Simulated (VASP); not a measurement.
Here is a VASP 6.6.1 calculation.

POSCAR

```
Ti
1.0
    3.0452263406      0.0000000000      0.0000000000
   -1.5226131703      2.6372433713      0.0000000000
    0.0000000000      0.0000000000      4.8310709403
Ti
2
Direct
    0.6666666667      0.3333333333      0.7500000000
    0.3333333333      0.6666666667      0.2500000000
```

INCAR.step1

```
SYSTEM = Ti
GGA      = CA             ! functional
ISMEAR   = 1              ! smearing method
SIGMA    = 0.05           ! smearing width, eV
LWAVE    = .FALSE.        ! write WAVECAR
LCHARG   = .FALSE.        ! write CHGCAR
NSW      = 80             ! ionic steps
PREC     = Accurate       ! precision mode
LASPH    = .TRUE.         ! aspherical terms in the spheres
LREAL    = .FALSE.        ! projectors in reciprocal space
ALGO     = Normal         ! electronic algorithm
EDIFF    = 1E-7           ! SCF threshold, eV
NELM     = 120            ! most SCF steps
GGA_COMPAT= .FALSE.      
IBRION   = 2              ! ionic algorithm
ISIF     = 3              ! what is computed and relaxed
EDIFFG   = -0.002         ! ionic threshold
NELMIN   = 4            
ENCUT    = 720            ! plane-wave cutoff, eV
KPAR     = 4            
POTIM    = 0.5            ! step
```

File INCAR.step4:

```
SYSTEM = Ti
GGA      = CA             ! functional
ISMEAR   = 1              ! smearing method
SIGMA    = 0.05           ! smearing width, eV
LWAVE    = .FALSE.        ! write WAVECAR
LCHARG   = .FALSE.        ! write CHGCAR
PREC     = Accurate       ! precision mode
LASPH    = .TRUE.         ! aspherical terms in the spheres
LREAL    = .FALSE.        ! projectors in reciprocal space
ALGO     = Normal         ! electronic algorithm
EDIFF    = 1E-7           ! SCF threshold, eV
NELM     = 120            ! most SCF steps
GGA_COMPAT= .FALSE.      
ISIF     = 2              ! what is computed and relaxed
ENCUT    = 720            ! plane-wave cutoff, eV
KPAR     = 4
```

File KPOINTS:

```
Automatic mesh
0
Gamma
  14 14 8
  0 0 0
```

Potentials or basis: VASP PAW LDA potentials, release 64 (Ti_sv).

Run with:

```console
$ cat potpaw_LDA.64/Ti_sv/POTCAR > POTCAR
$ cp INCAR.step1 INCAR
$ cp POSCAR.step1 POSCAR
$ mpirun -np 4 vasp_std > vasp.out
$ cp CONTCAR POSCAR
$ mpirun -np 4 vasp_std > vasp.out
$ cp CONTCAR POSCAR
$ mpirun -np 4 vasp_std > vasp.out
$ cp CONTCAR POSCAR
$ cp INCAR.step4 INCAR
$ mpirun -np 4 vasp_std > vasp.out
```

(1) Estimate the band gap on the k mesh.

(2) Predict the space group after relaxing (to 0.1 Å).

Answers

(1) zero (bands 12 and 13 overlap by 1.02 eV).

(2) P6_3/mmc (No. 194).
